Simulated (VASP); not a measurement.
Wanted: the native input for a VASP 6.6.1 run.

```yaml
Task: single point
Functional: PBE
Dispersion: D3(BJ)
Potentials_or_basis: VASP PAW PBE potentials, release 64 (H, C, N)
Cutoff: 520 eV
k_mesh: 2 × 2 × 1
Occupations: fermi-dirac, width 0.05 eV
Spin: no spin polarisation
Dipole_correction: no
Further_INCAR_settings: LREAL = Auto; ALGO = Normal; EDIFF = 1e-07; NBANDS = 70
```

The structure of H4C10N lies in POSCAR:

```
H4C10N
1.0
    5.0487420000      0.0000000000      0.0000000000
    0.0000000000      5.0487420000      0.0000000000
    0.0000000000      0.0000000000     18.1647000000
H C N
8 20 2
Direct
    0.4277897346      0.0000000000      0.0550518313
    0.0722160095      0.0000000000      0.0550518313
    0.9277954786      0.0000000000      0.0550518313
    0.5722217535      0.0000000000      0.0550518313
    0.4277897346      0.5000057440      0.0550518313
    0.0722160095      0.5000057440      0.0550518313
    0.9277954786      0.5000057440      0.0550518313
    0.5722217535      0.5000057440      0.0550518313
    0.2500028720      0.0000000000      0.0899932286
    0.7500086160      0.0000000000      0.0899932286
    0.2500028720      0.5000057440      0.0899932286
    0.7500086160      0.5000057440      0.0899932286
    0.2500028720      0.2500028720      0.1391269881
    0.7500086160      0.2500028720      0.1391269881
    0.2500028720      0.7500086160      0.1391269881
    0.7500086160      0.7500086160      0.1391269881
    0.0007526627      0.2553903527      0.1779715602
    0.4998274818      0.2540434825      0.1791111331
    0.0017826223      0.7459481986      0.1945146355
    0.5012535796      0.7445815215      0.1941457883
   -0.0000990346      0.0206982254      0.2397176942
    0.5026004498      0.0255509194      0.2404994302
    0.0012874494      0.4582329618      0.2367283798
    0.5009168621      0.4557570975      0.2368825249
    0.2528154538      0.1231593930      0.2823112961
    0.7493351809      0.1231197791      0.2822782650
    0.2532115921      0.3879184161      0.2736846741
    0.7525835149      0.3925334271      0.2738167985
    0.5919494401      0.3572573128      0.4842909599
    0.7689440261      0.2433873626      0.4833220477
```

These files were run (other wordings do the same):

INCAR

```
PREC = Accurate ; ENCUT = 520
EDIFF = 1E-7 ; ISMEAR = -1
SIGMA = 0.05 ; LREAL = Auto
LASPH = T ; NELM = 60
ALGO = Normal ; ISIF = 2
LWAVE = F ; LCHARG = F
GGA = PE ; IVDW = 12
NBANDS = 70
```

KPOINTS

```
Automatic mesh
0
Gamma
  2 2 1
```

Potentials or basis: VASP PAW PBE potentials, release 64 (H, C, N).

Launch:

```bash
$ cat potpaw_PBE.64/H/POTCAR potpaw_PBE.64/C/POTCAR potpaw_PBE.64/N/POTCAR > POTCAR
$ mpirun -np 1 vasp_std > vasp.out
```

Results of the run:

```json
{
 "Largest force": "9.272 eV/Å",
 "Band gap on the k mesh": "0.68 eV, direct",
 "Dispersion energy per atom": "-0.106 eV"
}
```

Caveat: the k points lie up to 0.62 Å⁻¹ apart; the standard files for N, O and F lose accuracy on very short bonds.

It took 5.9 min on 1 thread of AMD EPYC 7R43 64-Core Processor (Zen 3), with other jobs on the host, peak memory 0.46 GiB.
